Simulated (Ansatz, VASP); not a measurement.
# CdS in VASP and in Ansatz

The input INCAR:

```
PREC = Accurate
ENCUT = 520
EDIFF = 1E-6
ISMEAR = 0
SIGMA = 0.05
LREAL = F
LASPH = T
NELM = 60
ALGO = Normal
ISIF = 2
LWAVE = F
LCHARG = F
GGA = PE
NBANDS = 26
```

KPOINTS

```
regular mesh
0
Gamma
  12 12 4
```

POSCAR

```
CdS
1.0
    4.1347992034     -0.0620219881      0.0000000000
   -2.1211122189      3.6118521437      0.0000000000
    0.0000000000      0.0000000000      6.7490000000
Cd S
2 2
Direct
    0.3333333333      0.6666666667      0.0000000000
    0.6666666667      0.3333333333      0.5000000000
    0.3333333333      0.6666666667      0.3850000000
    0.6666666667      0.3333333333      0.8850000000
```

Input for Ansatz:

```yaml
crystal:
  lattice:
    - [4.1347992034, -0.0620219881, 0.0]
    - [-2.1211122189, 3.6118521437, 0.0]
    - [0.0, 0.0, 6.749]
  atoms:
    - { symbol: Cd, position: [0.3333333333, 0.6666666667, 0.0] }
    - { symbol: Cd, position: [0.6666666667, 0.3333333333, 0.5] }
    - { symbol: S, position: [0.3333333333, 0.6666666667, 0.385] }
    - { symbol: S, position: [0.6666666667, 0.3333333333, 0.885] }
basis:
  ecutwfc: 420
kpoints:
  mp_grid: { grid: [12, 12, 4] }
hamiltonian:
  xc: pbe
scf:
  occupations: { method: gaussian, width: 0.05 }
output:
  forces: true
  stress: true
  eigenvalues: true
```

Change from the starting cell: strain -0.0300 x Voigt [0, 0, 0, 0, 0, 1], atoms carried along.

Alike in both runs: task single point; functional PBE; k mesh 12 × 12 × 4; occupations gaussian, width 0.05 eV; no spin polarisation.

|  | VASP | Ansatz |
| --- | --- | --- |
| version | VASP 6.6.1 | Ansatz 0.2.0 |
| potentials or method | VASP PAW PBE potentials, release 64 (Cd, S), cutoff 520 eV | scalar-relativistic, plane waves, PAW |
| valence electrons in the cell | 36 | 52 |

|  | VASP | Ansatz | Ansatz less VASP |
| --- | --- | --- | --- |
| gap on the k mesh at the Fermi level (eV) | 1.18 | 1.18 | -0.003 |
| least direct gap on the mesh (eV) | 1.18 | 1.18 | -0.003 |
| pressure (GPa) | 2.9 | 2.6 | -0.35 |
| traceless stress, the component that is largest in VASP (GPa) | -1.59 | -1.53 | +0.056 |
| rms of the force components (eV/Å) | 0.205 | 0.198 | -0.0065 |

Atom by atom the forces differ by 0.007 eV/Å (rms over components). VASP's potentials hold 36 valence electrons a cell and Ansatz's 52, so a difference there can come from the potentials and not from the codes.
